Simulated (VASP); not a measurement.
Write the native input for VASP 6.6.1 that does the following.

- Task: single point
- Functional: r2SCAN
- Potentials or basis: VASP PAW PBE potentials, release 64 (Pd)
- Cutoff: 520 eV
- k mesh: 9 × 9 × 13
- Occupations: fermi-dirac, width 0.05 eV
- Spin: collinear spin
- Starting moments: [0.291, 0.241, 0.241] μB
- Dipole correction: no
- Further INCAR settings: ALGO = Normal; EDIFF = 1e-06; NBANDS = 26

Crystal: Pd.

```
CELL_PARAMETERS angstrom
4.46826 0.00000 0.00000
-2.23413 3.86963 0.00000
0.00000 0.00000 2.64863
ATOMIC_POSITIONS crystal
Pd 0.00000 0.00000 0.00000
Pd 0.33333 0.66667 0.50000
Pd 0.66667 0.33333 0.50000
```

This isn't the form of Pd at room conditions, which is fcc.

The input as run:

POSCAR

```
Pd
1.0
    4.4682581439      0.0000000000      0.0000000000
   -2.2341290720      3.8696250633      0.0000000000
    0.0000000000      0.0000000000      2.6486282994
Pd
3
Direct
    0.0000000000      0.0000000000      1.0000000000
    0.3333333333      0.6666666667      0.5000000000
    0.6666666667      0.3333333333      0.5000000000
```

INCAR.step1

```
SYSTEM = Pd
ALGO     = Normal         ! electronic algorithm
EDIFF    = 1E-4           ! SCF threshold, eV
ENCUT    = 520            ! plane-wave cutoff, eV
GGA      = PE             ! functional
ISMEAR   = -1             ! smearing method
ISPIN    = 2              ! spin polarisation
LASPH    = .True.         ! aspherical terms in the spheres
LCHARG   = .False.        ! write CHGCAR
LMAXMIX  = 4              ! l up to which the mixer works
LREAL    = .False.        ! projectors in reciprocal space
LWAVE    = .True.         ! write WAVECAR
MAGMOM   = 0.291 0.241 0.241 ! initial moments
NBANDS   = 26             ! bands
NELM     = 150            ! most SCF steps
PREC     = Accurate       ! precision mode
SIGMA    = 0.05           ! smearing width, eV
```

INCAR.step2

```
SYSTEM = Pd
ALGO     = Normal         ! electronic algorithm
EDIFF    = 1E-6           ! SCF threshold, eV
ENCUT    = 520            ! plane-wave cutoff, eV
ISIF     = 2              ! what is computed and relaxed
ISMEAR   = -1             ! smearing method
ISPIN    = 2              ! spin polarisation
ISTART   = 1            
LASPH    = .True.         ! aspherical terms in the spheres
LCHARG   = .False.        ! write CHGCAR
LMAXMIX  = 4              ! l up to which the mixer works
LMIXTAU  = .True.       
LORBIT   = 11             ! projections on sites
LREAL    = .False.        ! projectors in reciprocal space
LWAVE    = .False.        ! write WAVECAR
MAGMOM   = 0.291 0.241 0.241 ! initial moments
METAGGA  = R2SCAN         ! meta-GGA
NBANDS   = 26             ! bands
NELM     = 150            ! most SCF steps
PREC     = Accurate       ! precision mode
SIGMA    = 0.05           ! smearing width, eV
```

KPOINTS

```
k-points
0
Gamma
  9 9 13
  0 0 0
```

Potentials or basis: VASP PAW PBE potentials, release 64 (Pd).

The run is started by

```bash
$ cat potpaw_PBE.64/Pd/POTCAR > POTCAR
$ cp INCAR.step1 INCAR
$ mpirun -np 1 vasp_std > vasp.out
$ cp INCAR.step2 INCAR
$ mpirun -np 1 vasp_std > vasp.out
```

It gave:

* Pressure: 0.9 GPa
* Net moment: 0.82 μB per cell
* Site moments: Pd +0.28 μB
* Valence electrons inside the program's atomic spheres: Pd 9.39, 9.47 (each value once)

Caveat: the PAW data sets were made with another functional, which shifts forces and pressure a little.

Run time: 19 min on 1 thread of AMD EPYC 9R14 (Zen 4), with other jobs on the host, peak memory 0.26 GiB.
